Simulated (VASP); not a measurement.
# SiGe5 in VASP: a series of runs, part 2 of 2

VASP 6.6.1. The steps go on from the part before.

**3. Single point, PBE**

This run uses another cell than the first one, of 23.27 Å³/atom.

Contents of INCAR:

```
ALGO = Normal ; EDIFF = 1E-6
ENCUT = 520 ; GGA = PE
ISIF = 2 ; ISMEAR = 0
LASPH = T ; LCHARG = T
LELF = T ; LREAL = F
LVHAR = T ; LWAVE = F
NBANDS = 86 ; NELM = 60
PREC = Accurate ; SIGMA = 0.2
```

Contents of KPOINTS:

```
k-points
0
Gamma
  6 6 1
```

Contents of POSCAR:

```
SiGe5
1.0
    4.0393343041      0.0012815727      0.0016820840
   -2.0185340550      3.5022925543      0.0015056735
    0.0091818840      0.0145488063     19.7389773689
Si Ge
2 10
Direct
    0.3329075315      0.6665970734      0.0181645417
    0.6664764950      0.3331182443      0.9818804430
    0.6658812366      0.3316679067      0.8586029068
    0.3336164836      0.6674749457      0.1414271277
   -0.0004652322     -0.0018343796      0.8160763432
   -0.0000093103      0.0011260033      0.6900513302
    1.0000640236      1.0008697039      0.1839476652
    0.9999459634      1.0002411937      0.3099520882
    0.3340395923      0.6663688378      0.5213000667
    0.6676917922      0.3330132342      0.4786444525
    0.6663879517      0.3336863640      0.3525239864
    0.3334634726      0.6676708728      0.6474290485
```

Potentials or basis: VASP PAW PBE potentials, release 64 (Si, Ge_d).

Run with:

```
> cat potpaw_PBE.64/Si/POTCAR potpaw_PBE.64/Ge_d/POTCAR > POTCAR
> mpirun -np 1 vasp_std > vasp.out
```

OUTCAR:

```text
EDIFF = 1E-6
   ENCUT = 520
   GGA = PE
   ISIF = 2
   ISMEAR = 0
   LASPH = T
   LREAL = F
   NELM = 60
   PREC = Accurate

 ion  position               nearest neighbor table
   1  0.333  0.667  0.018-   4 2.43   2 2.44   2 2.44   2 2.44
   2  0.666  0.333  0.982-   3 2.43   1 2.44   1 2.44   1 2.44
   3  0.666  0.332  0.859-   2 2.43   5 2.48   5 2.48   5 2.48
   4  0.334  0.667  0.141-   1 2.43   7 2.48   7 2.48   7 2.48
   5  1.000  0.998  0.816-   3 2.48   3 2.48   3 2.48   6 2.49
   6  1.000  0.001  0.690-  12 2.48  12 2.48  12 2.48   5 2.49
   7  0.000  0.001  0.184-   4 2.48   4 2.48   4 2.48   8 2.49
   8  1.000  0.000  0.310-  11 2.48  11 2.48  11 2.48   7 2.49
   9  0.334  0.666  0.521-  10 2.48  10 2.48  10 2.48  12 2.49
  10  0.668  0.333  0.479-   9 2.48   9 2.48   9 2.48  11 2.49
  11  0.666  0.334  0.353-   8 2.48   8 2.48   8 2.48  10 2.49
  12  0.333  0.668  0.647-   6 2.48   6 2.48   6 2.48   9 2.49

  LATTYP: Found a triclinic cell.
 ALAT       =     4.0393348576
 B/A-ratio  =     1.7321599440
 C/A-ratio  =     4.8866918841
 COS(alpha) =     0.0000591508
 COS(beta)  =     0.0008818246
 COS(gamma) =     0.8656499109

  Lattice vectors:

 A1 = (  -4.0393343041,  -0.0012815727,  -0.0016820840)
 A2 = (  -6.0578683591,   3.5010109816,  -0.0001764105)
 A3 = (  -0.0091818840,  -0.0145488063, -19.7389773689)

Analysis of symmetry for initial positions (statically):
=====================================================================
 Subroutine PRICEL returns:
 Original cell was already a primitive cell.

 Routine SETGRP: Setting up the symmetry group for a
 triclinic supercell.

 Subroutine GETGRP returns: Found  1 space group operations
 (whereof  1 operations were pure point group operations)
 out of a pool of  2 trial point group operations.

The static configuration has the point symmetry C_1 .

Analysis of symmetry for dynamics (positions and initial velocities):
[... 154 lines left out ...]
   IVDW    =     0    specifies the selected vdW correction
   LEPSILON=     F    determine dielectric tensor
   LRPA    =     F    only Hartree local field effects (RPA)
 non-spin polarized calculation
 Gauss-broadening in eV      SIGMA  =   0.20
  energy-cutoff  :      520.00
  volume of cell :      279.30
 maximum number of plane-waves:      7580
   NGX = 15   NGY = 15   NGZ = 73

 number of electron     147.9999998 magnetization

 Free energy of the ion-electron system (eV)
  ---------------------------------------------------
  ext. energy  EPLUGINS =         0.00000000
  ---------------------------------------------------
  free energy    TOTEN  =       -55.77467193 eV

  energy without entropy =      -55.75802056  energy(sigma->0) =      -55.76634625

 E-fermi :   4.7452     XC(G=0):  -9.6318

 val. band max:        4.7291089360   @ k =   0.0000   0.0000   0.0000
 cond. band min:       4.9164448779   @ k =   0.5000   0.5000   0.0000
 fundamental gap:      0.1873359419
 Fermi energy:         4.7452131604

 k-point     1 :       0.0000    0.0000    0.0000
  band No.  band energies     occupation
      1     -20.0239      2.00000
      2     -20.0235      2.00000
      3     -20.0175      2.00000
      4     -20.0170      2.00000
      5     -20.0089      2.00000
      6     -20.0085      2.00000
[... 1769 lines left out ...]
     85       8.3539      0.00000
     86       8.4574      0.00000

------------------------ aborting loop because EDIFF is reached ----------------------------------------

  FORCE on cell =-STRESS in cart. coord.  units (eV):
  Direction    XX          YY          ZZ          XY          YZ          ZX
  --------------------------------------------------------------------------------------
  -------------------------------------------------------------------------------------
  Total       -0.0753545     -0.2410974     -0.1808210     -0.0506592     -0.0843085     -0.0615802
  in kB       -0.4322687     -1.3830476     -1.0372738     -0.2906046     -0.4836330     -0.3532532
  external PRESSURE =      -0.9508634 kB  Pullay stress =       0.0000000 kB

 VOLUME and BASIS-vectors are now :
 -----------------------------------------------------------------------------
  energy-cutoff  :      520.00
  volume of cell :      279.30
      direct lattice vectors                 reciprocal lattice vectors
     4.039334304  0.001281573  0.001682084     0.247520376  0.142657597 -0.000220285
    -2.018534055  3.502292554  0.001505674    -0.000090486  0.285475200 -0.000210370
     0.009181884  0.014548806 19.738977369    -0.000021086 -0.000033933  0.050661221

 POSITION                                       TOTAL-FORCE (eV/Angst)
 -----------------------------------------------------------------------------------
     -0.00066      2.33531      0.36011         0.006577      0.000025      0.021074
      2.02873      1.18182     19.38294        -0.005790     -0.000159     -0.023149
      2.02812      1.17494     16.94956         0.006873      0.000299      0.014643
      0.00157      2.34018      2.79319        -0.001634     -0.003672     -0.013591
      2.03012      3.50902     16.11170        -0.008350      0.008543      0.000430
      4.04336      0.01526     13.62259         0.000387     -0.006984     -0.000173
      0.00019      0.00572      3.63094         0.001839     -0.000501     -0.002633
      4.04148      0.00664      6.11982        -0.003036      0.002066     -0.002679
      0.00900      2.34183     10.29150         0.001102      0.003576     -0.002378
      2.02923      1.17413      9.44958        -0.007163     -0.000843      0.004028
      2.02144      1.17465      6.96009         0.005336     -0.002319      0.001443
      0.00520      2.34823     12.78115         0.003859     -0.000030      0.002988
 -----------------------------------------------------------------------------------
    total drift:                               -0.000046      0.000157      0.000078

  FREE ENERGIE OF THE ION-ELECTRON SYSTEM (eV)
  ---------------------------------------------------
  free  energy   TOTEN  =       -55.7746719288 eV

  energy  without entropy=      -55.7580205627  energy(sigma->0) =      -55.76634625
```

OSZICAR:

```text
N       E                     dE             d eps       ncg     rms          rms(c)
DAV:   1     0.206119158660E+04    0.20612E+04   -0.65820E+04  4146   0.442E+03
DAV:   2     0.382168239645E+03   -0.16790E+04   -0.16329E+04  3440   0.120E+03
DAV:   3    -0.791598175249E+01   -0.39008E+03   -0.37577E+03  3570   0.284E+02
DAV:   4    -0.541774504158E+02   -0.46261E+02   -0.44794E+02  3958   0.101E+02
DAV:   5    -0.562305559859E+02   -0.20531E+01   -0.20301E+01  3920   0.231E+01    0.826E+00
DAV:   6    -0.559342741250E+02    0.29628E+00   -0.68852E-01  5388   0.581E+00    0.474E+00
DAV:   7    -0.557587549889E+02    0.17552E+00   -0.36409E-01  3778   0.646E+00    0.515E-01
DAV:   8    -0.557678492154E+02   -0.90942E-02   -0.56914E-02  3994   0.538E+00    0.264E-01
DAV:   9    -0.557734319792E+02   -0.55828E-02   -0.22048E-02  3856   0.122E+00    0.119E-01
DAV:  10    -0.557745536274E+02   -0.11216E-02   -0.33431E-03  3722   0.135E+00    0.565E-02
DAV:  11    -0.557745789671E+02   -0.25340E-04   -0.38305E-04  4704   0.524E-01    0.411E-02
DAV:  12    -0.557746556523E+02   -0.76685E-04   -0.30930E-04  4604   0.159E-01    0.112E-02
DAV:  13    -0.557746691831E+02   -0.13531E-04   -0.12625E-04  3888   0.192E-01    0.677E-03
DAV:  14    -0.557746700882E+02   -0.90514E-06   -0.15476E-05  3762   0.956E-02    0.398E-03
DAV:  15    -0.557746714320E+02   -0.13438E-05   -0.62474E-06  3412   0.237E-02    0.225E-03
DAV:  16    -0.557746719288E+02   -0.49686E-06   -0.30667E-06  3106   0.242E-02
   1 F= -.55774672E+02 E0= -.55766346E+02  d E =-.166514E-01
```

stdout:

```text
POSCAR found type information on POSCAR SiGe
 POSCAR found :  2 types and      12 ions
 scaLAPACK will be used
 LDA part: xc-table for (Slater+PW92), standard interpolation
 POSCAR, INCAR and KPOINTS ok, starting setup
 FFT: planning ... GRIDC
 FFT: planning ... GRID_SOFT
 FFT: planning ... GRID
 WAVECAR not read
 entering main loop
```

Wall time 11 min (1 thread of Intel Xeon Platinum 8488C (Sapphire Rapids), shared host); peak memory 0.55 GiB.

Results:

```
Free energy   : -55.7747 eV
Pressure      : -0.1 GPa
Largest force : 0.024 eV/Å
```

Forces on the atoms (eV/Å):
```
Si   0.007  0.000  0.021
Si  -0.006  0.000 -0.023
Ge   0.007  0.000  0.015
Ge  -0.002 -0.004 -0.014
Ge  -0.008  0.009  0.000
Ge   0.000 -0.007  0.000
Ge   0.002 -0.001 -0.003
Ge  -0.003  0.002 -0.003
Ge   0.001  0.004 -0.002
Ge  -0.007 -0.001  0.004
Ge   0.005 -0.002  0.001
Ge   0.004  0.000  0.003
```

**4. Single point, PBE**

This run uses another cell than the first one, of 23.24 Å³/atom.

Contents of INCAR:

```
SYSTEM = SiGe5
ALGO     = Fast           ! electronic algorithm
EDIFF    = 1E-6           ! SCF threshold, eV
ENCUT    = 520            ! plane-wave cutoff, eV
GGA      = PE             ! functional
ISIF     = 2              ! what is computed and relaxed
ISMEAR   = 0              ! smearing method
LASPH    = .TRUE.         ! aspherical terms in the spheres
LCHARG   = .FALSE.        ! write CHGCAR
LREAL    = .FALSE.        ! projectors in reciprocal space
LWAVE    = .FALSE.        ! write WAVECAR
NBANDS   = 86             ! bands
NELM     = 100            ! most SCF steps
PREC     = Accurate       ! precision mode
SIGMA    = 0.1            ! smearing width, eV
```

Contents of KPOINTS:

```
k-points
0
G
  12 12 2
  0 0 0
```

Contents of POSCAR:

```
SiGe5
1.0
    4.0350769787      0.0000000000      0.0000000000
   -2.0175384893      3.4944791697      0.0000000000
    0.0000000000      0.0000000000     19.7747511311
Si Ge
2 10
Direct
    0.3333333333      0.6666666667      0.0183387722
    0.6666666667      0.3333333333      0.9816612278
    0.6666666667      0.3333333333      0.8586467913
    0.3333333333      0.6666666667      0.1413532087
    0.0000000000      0.0000000000      0.8158280054
    0.0000000000      0.0000000000      0.6900183735
    0.0000000000      0.0000000000      0.1841719946
    0.0000000000      0.0000000000      0.3099816265
    0.3333333333      0.6666666667      0.5213760833
    0.6666666667      0.3333333333      0.4786239167
    0.6666666667      0.3333333333      0.3526927035
    0.3333333333      0.6666666667      0.6473072965
```

Potentials or basis: VASP PAW PBE potentials, release 64 (Si, Ge_d).

Run with:

```
> cat potpaw_PBE.64/Si/POTCAR potpaw_PBE.64/Ge_d/POTCAR > POTCAR
> mpirun -np 1 vasp_std > vasp.out
```

OUTCAR:

```text
SYSTEM = SiGe5
   EDIFF = 1E-6
   ENCUT = 520
   GGA = PE
   ISIF = 2
   ISMEAR = 0
   LASPH = .TRUE.
   LREAL = .FALSE.
   NELM = 100
   PREC = Accurate

 ion  position               nearest neighbor table
   1  0.333  0.667  0.018-   4 2.43   2 2.44   2 2.44   2 2.44
   2  0.667  0.333  0.982-   3 2.43   1 2.44   1 2.44   1 2.44
   3  0.667  0.333  0.859-   2 2.43   5 2.48   5 2.48   5 2.48
   4  0.333  0.667  0.141-   1 2.43   7 2.48   7 2.48   7 2.48
   5  0.000  0.000  0.816-   3 2.48   3 2.48   3 2.48   6 2.49
   6  0.000  0.000  0.690-  12 2.48  12 2.48  12 2.48   5 2.49
   7  0.000  0.000  0.184-   4 2.48   4 2.48   4 2.48   8 2.49
   8  0.000  0.000  0.310-  11 2.48  11 2.48  11 2.48   7 2.49
   9  0.333  0.667  0.521-  10 2.48  10 2.48  10 2.48  12 2.49
  10  0.667  0.333  0.479-   9 2.48   9 2.48   9 2.48  11 2.49
  11  0.667  0.333  0.353-   8 2.48   8 2.48   8 2.48  10 2.49
  12  0.333  0.667  0.647-   6 2.48   6 2.48   6 2.48   9 2.49

  LATTYP: Found a hexagonal cell.
 ALAT       =     4.0350769787
 C/A-ratio  =     4.9007122381

  Lattice vectors:

 A1 = (   4.0350769787,   0.0000000000,   0.0000000000)
 A2 = (  -2.0175384893,   3.4944791697,   0.0000000000)
 A3 = (   0.0000000000,   0.0000000000,  19.7747511311)

Analysis of symmetry for initial positions (statically):
=====================================================================
 Subroutine PRICEL returns:
 Original cell was already a primitive cell.

 Routine SETGRP: Setting up the symmetry group for a
 hexagonal supercell.

 Subroutine GETGRP returns: Found 12 space group operations
 (whereof 12 operations were pure point group operations)
 out of a pool of 24 trial point group operations.

The static configuration has the point symmetry D_3d.

Analysis of symmetry for dynamics (positions and initial velocities):
[... 156 lines left out ...]
   GGA     = PE    functional components
   LHFCALC =     F    Hartree Fock is set to
   AEXX    =    0.0000 exact exchange contribution
   IVDW    =     0    specifies the selected vdW correction
   LEPSILON=     F    determine dielectric tensor
   LRPA    =     F    only Hartree local field effects (RPA)
 non-spin polarized calculation
 RMM-DIIS sequential band-by-band and
 Gauss-broadening in eV      SIGMA  =   0.10
  energy-cutoff  :      520.00
  volume of cell :      278.83
 maximum number of plane-waves:      7571
 NGX is ok and might be reduce to    30
   NGX = 15   NGY = 15   NGZ = 73

 number of electron     148.0000026 magnetization

 Free energy of the ion-electron system (eV)
  ---------------------------------------------------
  ext. energy  EPLUGINS =         0.00000000
  ---------------------------------------------------
  free energy    TOTEN  =       -55.89167960 eV

  energy without entropy =      -55.89090794  energy(sigma->0) =      -55.89129377

 E-fermi :   4.7732     XC(G=0):  -9.6415

 val. band max:        4.7483279919   @ k =   0.0000   0.0000   0.0000
 cond. band min:       4.9310176764   @ k =   0.5000  -0.0000   0.0000
 fundamental gap:      0.1826896845
 Fermi energy:         4.7732266903

 k-point     1 :       0.0000    0.0000    0.0000
  band No.  band energies     occupation
      1     -20.0069      2.00000
      2     -20.0069      2.00000
      3     -20.0026      2.00000
      4     -20.0026      2.00000
      5     -19.9939      2.00000
      6     -19.9939      2.00000
[... 2125 lines left out ...]
     85       8.3930      0.00000
     86       8.6198      0.00000

 [... further k-points ...]
[... 5 lines left out ...]
  --------------------------------------------------------------------------------------
  -------------------------------------------------------------------------------------
  Total       -0.1177084     -0.1177084     -0.0236409     -0.0000000      0.0000000      0.0000000
  in kB       -0.6763517     -0.6763517     -0.1358403     -0.0000000      0.0000000      0.0000000
  external PRESSURE =      -0.4961813 kB  Pullay stress =       0.0000000 kB

 VOLUME and BASIS-vectors are now :
 -----------------------------------------------------------------------------
  energy-cutoff  :      520.00
  volume of cell :      278.83
      direct lattice vectors                 reciprocal lattice vectors
     4.035076979  0.000000000  0.000000000     0.247826747  0.143082839  0.000000000
    -2.017538489  3.494479170  0.000000000     0.000000000  0.286165678  0.000000000
     0.000000000  0.000000000 19.774751131     0.000000000  0.000000000  0.050569537

 POSITION                                       TOTAL-FORCE (eV/Angst)
 -----------------------------------------------------------------------------------
     -0.00000      2.32965      0.36264         0.000000      0.000000      0.004867
      2.01754      1.16483     19.41211        -0.000000      0.000000     -0.004867
      2.01754      1.16483     16.97953         0.000000      0.000000      0.001325
     -0.00000      2.32965      2.79522        -0.000000     -0.000000     -0.001325
      0.00000      0.00000     16.13280        -0.000000     -0.000000      0.003570
      0.00000      0.00000     13.64494         0.000000     -0.000000     -0.005616
      0.00000      0.00000      3.64196         0.000000     -0.000000     -0.003570
      0.00000      0.00000      6.12981        -0.000000      0.000000      0.005616
     -0.00000      2.32965     10.31008        -0.000000      0.000000     -0.007284
      2.01754      1.16483      9.46467         0.000000      0.000000      0.007284
      2.01754      1.16483      6.97441        -0.000000      0.000000     -0.006997
     -0.00000      2.32965     12.80034         0.000000     -0.000000      0.006997
 -----------------------------------------------------------------------------------
    total drift:                                0.000000      0.000000     -0.000000

  FREE ENERGIE OF THE ION-ELECTRON SYSTEM (eV)
  ---------------------------------------------------
  free  energy   TOTEN  =       -55.8916795951 eV

  energy  without entropy=      -55.8909079438  energy(sigma->0) =      -55.89129377
```

It took 15 min on 1 thread of Oxide Virtual Turin-like, shared host; peak memory 0.71 GiB.

What came out:

| Item | Value |
| --- | --- |
| Free energy | -55.8917 eV |
| Pressure | 0.0 GPa |
| Largest force | 0.007 eV/Å |
| Band gap on the k mesh | zero (filled and empty bands touch) |

Forces in eV/Å, atoms in the order of the input:
```
Si   0.000  0.000  0.005
Si   0.000  0.000 -0.005
Ge   0.000  0.000  0.001
Ge   0.000  0.000 -0.001
Ge   0.000  0.000  0.004
Ge   0.000  0.000 -0.006
Ge   0.000  0.000 -0.004
Ge   0.000  0.000  0.006
Ge   0.000  0.000 -0.007
Ge   0.000  0.000  0.007
Ge   0.000  0.000 -0.007
Ge   0.000  0.000  0.007
```

Caveat: semilocal functionals underestimate gaps, so a narrow gap can read as zero.

**5. Summary**

| task | cell | k mesh | cutoff (eV) | smearing | pressure (GPa) | largest force (eV/Å) |
| --- | --- | --- | --- | --- | --- | --- |
| relaxation of cell and atoms | relaxed from a = 3.974, b = 3.974, c = 19.468 Å, angles 90.0, 90.0, 120.0°, 12 atoms, atomic positions A | 5 × 5 × 1 | 600 | gaussian 0.2 eV | 0.0 | 0.08 |
| single point | a = 4.039, b = 4.042, c = 19.739 Å, angles 90.0, 89.9, 119.9°, 12 atoms, atomic positions B | 6 × 6 × 1 | 520 | gaussian 0.2 eV | -0.1 | 0.02 |
| single point | a = 4.035, b = 4.035, c = 19.775 Å, angles 90.0, 90.0, 120.0°, 12 atoms, atomic positions B | 12 × 12 × 2 | 520 | gaussian 0.1 eV | 0.0 | 0.01 |

Alike in all rows: level PBE; potentials or basis VASP PAW PBE potentials, release 64 (Si, Ge_d); no spin polarisation.

Caveats: some runs use coarse meshes; the relaxation stopped at a loose force limit of 0.08 eV/Å, so its end isn't a converged minimum (at least some runs); semilocal functionals underestimate gaps, so a narrow gap can read as zero (at least some runs).

Absolute energies hang on the potentials; compare differences alone.
